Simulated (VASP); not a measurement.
# ClO (Pm-3m) in VASP: single point with LDA

Aim: the single point of ClO with LDA.

All numbers are computed with VASP 6.6.1; they aren't measurements. Logs are shortened: lines on timing, memory, paths and dates and some standing lists are left out, and cuts for length are marked.

**1. The cell of the first run**

It takes space group Pm-3m (No. 221, cubic). Conventional cell: a = 3.185 Å, b = 3.185 Å, c = 3.185 Å, α = 90.00°, β = 90.00°, γ = 90.00°. Within 3.6 Å of Cl (site symmetry m-3m) lie 8 O at 2.76 Å and 6 Cl at 3.19 Å. O (site symmetry m-3m) has 8 Cl at 2.76 Å and 6 O at 3.19 Å within 3.6 Å.

**2. Single point, LDA**

Contents of INCAR:

```
SYSTEM = ClO
  PREC = Accurate
  ENCUT = 600
  EDIFF = 1E-6
  ISMEAR = -1
  SIGMA = 0.05
  LREAL = .False.
  LASPH = .True.
  NELM = 120
  ALGO = Normal
  ISIF = 2
  LWAVE = .False.
  LCHARG = .False.
  GGA = CA
  NBANDS = 14
  GGA_COMPAT = .False.
```

Contents of KPOINTS:

```
Automatic mesh
0
Gamma
  7 7 7
  0 0 0
```

Contents of POSCAR:

```
ClO
1.0
    3.1852167900      0.0000000000      0.0000000000
    0.0000000000      3.1852167900      0.0000000000
    0.0000000000      0.0000000000      3.1852167900
Cl O
1 1
Direct
    0.0000000000      0.0000000000      0.0000000000
    0.5000000000      0.5000000000      0.5000000000
```

Potentials or basis: VASP PAW LDA potentials, release 64 (Cl, O).

The run is started by

```sh
cat potpaw_LDA.64/Cl/POTCAR potpaw_LDA.64/O/POTCAR > POTCAR
mpirun -np 1 vasp_std > vasp.out
```

OUTCAR:

```text
SYSTEM = ClO
   PREC = Accurate
   ENCUT = 600
   EDIFF = 1E-6
   ISMEAR = -1
   LREAL = .False.
   LASPH = .True.
   NELM = 120
   ISIF = 2
   GGA = CA

 ion  position               nearest neighbor table
   1  0.000  0.000  0.000-
   2  0.500  0.500  0.500-

  LATTYP: Found a simple cubic cell.
 ALAT       =     3.1852167900

  Lattice vectors:

 A1 = (   3.1852167900,   0.0000000000,   0.0000000000)
 A2 = (   0.0000000000,   3.1852167900,   0.0000000000)
 A3 = (   0.0000000000,   0.0000000000,   3.1852167900)

Analysis of symmetry for initial positions (statically):
=====================================================================
 Subroutine PRICEL returns:
 Original cell was already a primitive cell.

 Routine SETGRP: Setting up the symmetry group for a
 simple cubic supercell.

 Subroutine GETGRP returns: Found 48 space group operations
 (whereof 48 operations were pure point group operations)
 out of a pool of 48 trial point group operations.

The static configuration has the point symmetry O_h .

Analysis of symmetry for dynamics (positions and initial velocities):
=====================================================================
 Subroutine PRICEL returns:
 Original cell was already a primitive cell.

 Routine SETGRP: Setting up the symmetry group for a
 simple cubic supercell.

 Subroutine GETGRP returns: Found 48 space group operations
 (whereof 48 operations were pure point group operations)
 out of a pool of 48 trial point group operations.

The dynamic configuration has the point symmetry O_h .

 Subroutine INISYM returns: Found 48 space group operations
 (whereof 48 operations are pure point group operations),
 and found     1 'primitive' translations

----------------------------------------------------------------------------------------

                                     Primitive cell

  volume of cell :      32.3160

  direct lattice vectors                    reciprocal lattice vectors
     3.185216790  0.000000000  0.000000000     0.313950373  0.000000000  0.000000000
     0.000000000  3.185216790  0.000000000     0.000000000  0.313950373  0.000000000
     0.000000000  0.000000000  3.185216790     0.000000000  0.000000000  0.313950373

  length of vectors
     3.185216790  3.185216790  3.185216790     0.313950373  0.313950373  0.313950373

  position of ions in fractional coordinates (direct lattice)
     0.000000000  0.000000000  0.000000000
     0.500000000  0.500000000  0.500000000

  ion indices of the primitive-cell ions
   primitive index   ion index
                 1           1
                 2           2

----------------------------------------------------------------------------------------

 KPOINTS: Automatic mesh

Automatic generation of k-mesh.
 Grid dimensions read from file:
 generate k-points for:    7    7    7

 Generating k-lattice:

  Cartesian coordinates                     Fractional coordinates (reciprocal lattice)
     0.044850053  0.000000000  0.000000000     0.142857143  0.000000000  0.000000000
     0.000000000  0.044850053  0.000000000     0.000000000  0.142857143  0.000000000
     0.000000000  0.000000000  0.044850053     0.000000000  0.000000000  0.142857143

  Length of vectors
     0.044850053  0.044850053  0.044850053

  Shift w.r.t. Gamma in fractional coordinates (k-lattice)
     0.000000000  0.000000000  0.000000000

 Subroutine IBZKPT returns following result:
 ===========================================

 Found     20 irreducible k-points:

 Following reciprocal coordinates:
            Coordinates               Weight
  0.000000  0.000000  0.000000      1.000000
  0.142857  0.000000  0.000000      6.000000
  0.285714  0.000000  0.000000      6.000000
  0.428571  0.000000  0.000000      6.000000
  0.142857  0.142857  0.000000     12.000000
  0.285714  0.142857  0.000000     24.000000
[... 12 lines left out ...]
  0.428571  0.428571  0.285714     24.000000
  0.428571  0.428571  0.428571      8.000000
   k-points           NKPTS =     20   k-points in BZ     NKDIM =     20   number of bands    NBANDS=     14
   number of dos      NEDOS =    301   number of ions     NIONS =      2
   total plane-waves  NPLWV =  21952
   dimension x,y,z NGX =    28 NGY =   28 NGZ =   28
   dimension x,y,z NGXF=    56 NGYF=   56 NGZF=   56
   ions per type =               1   1
   NGX,Y,Z   is equivalent  to a cutoff of  14.61, 14.61, 14.61 a.u.
   NGXF,Y,Z  is equivalent  to a cutoff of  29.23, 29.23, 29.23 a.u.
 SYSTEM =  ClO
   PREC   = accura    normal or accurate (medium, high low for compatibility)
   ISTART =      0    job   : 0-new  1-cont  2-samecut
   ICHARG =      2    charge: 1-file 2-atom 10-const
   ISPIN  =      1    spin polarized calculation?
   LNONCOLLINEAR =      F non collinear calculations
   LSORBIT =      F    spin-orbit coupling
   LASPH  =      T    aspherical Exc in radial PAW
   ENCUT  =  600.0 eV  44.10 Ry    6.64 a.u.   6.36  6.36  6.36*2*pi/ulx,y,z
   NELM   =    120;   NELMIN=  2; NELMDL= -5     # of ELM steps
   EDIFF  = 0.1E-05   stopping-criterion for ELM
   LREAL  =      F    real-space projection
   EDIFFG = 0.1E-04   stopping-criterion for IOM
   NSW    =      0    number of steps for IOM
   IBRION =     -1    ionic relax: 0-MD 1-quasi-New 2-CG
   NFREE  =      0    steps in history (QN), initial steepest desc. (CG)
   ISIF   =      2    stress and relaxation
   ISYM   =      2    0-nonsym 1-usesym 2-fastsym
   POTIM  = 0.5000    time-step for ionic-motion
   TEBEG  =    0.0;   TEEND  =   0.0 temperature during run
   PSTRESS=    0.0 pullay stress
   NELECT =      13.0000    total number of electrons
   NUPDOWN=      -1.0000    fix difference up-down
   EMIN   =  10.00;   EMAX   =-10.00  energy-range for DOS
   EFERMI =   0.00;   METHOD = LEGACY
   ISMEAR =    -1;   SIGMA  =   0.05  broadening in eV -4-tet -1-fermi 0-gaus
   EFERMI_NEDOS =   21; number of points for ismear=-14 and -15
   IALGO  =     38    algorithm
   IMIX   =      4    mixing-type and parameters
     AMIX     =   0.40;   BMIX     =  1.00
     AMIX_MAG =   1.60;   BMIX_MAG =  1.00
  volume/ion in A,a.u.               =      16.16       109.04
  Fermi-wavevector in a.u.,A,eV,Ry     =   1.208510  2.283753 19.871264  1.460497
  Thomas-Fermi vector in A             =   2.344116
   LORBIT       =      0    0 simple, 1 ext, 2 COOP (PROOUT), +10 PAW based schemes
   GGA     = CA    functional components
   LHFCALC =     F    Hartree Fock is set to
   AEXX    =    0.0000 exact exchange contribution
   IVDW    =     0    specifies the selected vdW correction
   LEPSILON=     F    determine dielectric tensor
   LRPA    =     F    only Hartree local field effects (RPA)
 non-spin polarized calculation
  energy-cutoff  :      600.00
  volume of cell :       32.32
 maximum number of plane-waves:      1092
 NGX is ok and might be reduce to    28
   NGX = 13   NGY = 13   NGZ = 13

 number of electron      12.9999997 magnetization

 Free energy of the ion-electron system (eV)
  ---------------------------------------------------
  ext. energy  EPLUGINS =         0.00000000
  ---------------------------------------------------
  free energy    TOTEN  =        -4.15463105 eV

  energy without entropy =       -4.12855937  energy(sigma->0) =       -4.14159521

 E-fermi :   0.4948     XC(G=0): -10.3165

 val. band max:        0.4903987018   @ k =   0.2857   0.2857   0.1429
 cond. band min:       0.5992805797   @ k =   0.2857   0.2857   0.0000
 fundamental gap:      0.1088818779
 Fermi energy:         0.4948463184

 k-point     1 :       0.0000    0.0000    0.0000
  band No.  band energies     occupation
      1     -16.2072      2.00000
      2     -12.9391      2.00000
      3      -1.5995      2.00000
      4      -1.5995      2.00000
      5      -1.5995      2.00000
      6       1.3872      0.00000
      7       1.3872      0.00000
      8       1.3872      0.00000
      9      10.1844      0.00000
     10      10.1844      0.00000
     11      11.2740      0.00000
     12      18.4744      0.00000
     13      18.4744      0.00000
     14      18.4744      0.00000

 k-point     2 :       0.1429    0.0000    0.0000
  band No.  band energies     occupation
      1     -16.0732      2.00000
      2     -13.0364      2.00000
      3      -1.8195      2.00000
      4      -1.4567      2.00000
      5      -1.4567      2.00000
      6       0.9015      0.00059
      7       1.2449      0.00000
      8       1.2449      0.00000
      9      10.4161      0.00000
     10      10.9263      0.00000
     11      11.9802      0.00000
     12      17.8346      0.00000
     13      17.8346      0.00000
     14      18.6183      0.00000

 k-point     3 :       0.2857    0.0000    0.0000
  band No.  band energies     occupation
      1     -15.7155      2.00000
      2     -13.3191      2.00000
      3      -2.2080      2.00000
      4      -1.0516      2.00000
      5      -1.0516      2.00000
      6      -0.0543      1.99997
      7       0.8375      0.00211
      8       0.8375      0.00211
      9      11.0497      0.00000
     10      12.0848      0.00000
     11      14.1305      0.00000
     12      16.8047      0.00000
     13      16.8047      0.00000
     14      19.0149      0.00000
[... 256 lines left out ...]
 k-point    19 :       0.4286    0.4286    0.2857
  band No.  band energies     occupation
      1     -14.9166      2.00000
      2     -12.9523      2.00000
      3      -3.0800      2.00000
      4      -3.0762      2.00000
      5      -1.5117      2.00000
      6      -0.7582      2.00000
      7       0.0374      1.99979
      8       0.3087      1.95281
      9      12.1995      0.00000
     10      13.5129      0.00000
     11      13.5493      0.00000
     12      16.0586      0.00000
     13      19.0636      0.00000
     14      19.5846      0.00000

 k-point    20 :       0.4286    0.4286    0.4286
  band No.  band energies     occupation
      1     -14.8527      2.00000
      2     -12.7859      2.00000
      3      -2.6252      2.00000
      4      -2.2768      2.00000
      5      -2.2768      2.00000
      6      -0.9397      2.00000
      7      -0.9397      2.00000
      8      -0.4435      2.00000
      9      12.8246      0.00000
     10      13.0863      0.00000
     11      13.0863      0.00000
     12      19.2645      0.00000
     13      19.2645      0.00000
     14      19.8664      0.00000

------------------------ aborting loop because EDIFF is reached ----------------------------------------

  FORCE on cell =-STRESS in cart. coord.  units (eV):
  Direction    XX          YY          ZZ          XY          YZ          ZX
  --------------------------------------------------------------------------------------
  -------------------------------------------------------------------------------------
  Total       -3.4107797     -3.4107797     -3.4107797      0.0000000      0.0000000      0.0000000
  in kB     -169.1014217   -169.1014217   -169.1014217      0.0000000      0.0000000      0.0000000
  external PRESSURE =    -169.1014217 kB  Pullay stress =       0.0000000 kB

 VOLUME and BASIS-vectors are now :
 -----------------------------------------------------------------------------
  energy-cutoff  :      600.00
  volume of cell :       32.32
      direct lattice vectors                 reciprocal lattice vectors
     3.185216790  0.000000000  0.000000000     0.313950373  0.000000000  0.000000000
     0.000000000  3.185216790  0.000000000     0.000000000  0.313950373  0.000000000
     0.000000000  0.000000000  3.185216790     0.000000000  0.000000000  0.313950373

 POSITION                                       TOTAL-FORCE (eV/Angst)
 -----------------------------------------------------------------------------------
      0.00000      0.00000      0.00000         0.000000      0.000000      0.000000
      1.59261      1.59261      1.59261         0.000000      0.000000      0.000000
 -----------------------------------------------------------------------------------
    total drift:                                0.000000      0.000000      0.000000

  FREE ENERGIE OF THE ION-ELECTRON SYSTEM (eV)
  ---------------------------------------------------
  free  energy   TOTEN  =        -4.1546310453 eV

  energy  without entropy=       -4.1285593666  energy(sigma->0) =       -4.14159521
```

Run time: 27 s. Hardware: 1 thread of Intel Xeon 8259CL, shared host; peak memory 0.14 GiB.

Results:

```yaml
Free_energy: -4.1546 eV
Pressure: -16.9 GPa
```

Caveat: an odd number of electrons without spin polarisation forces a metal; a magnetic or distorted state may lie lower.
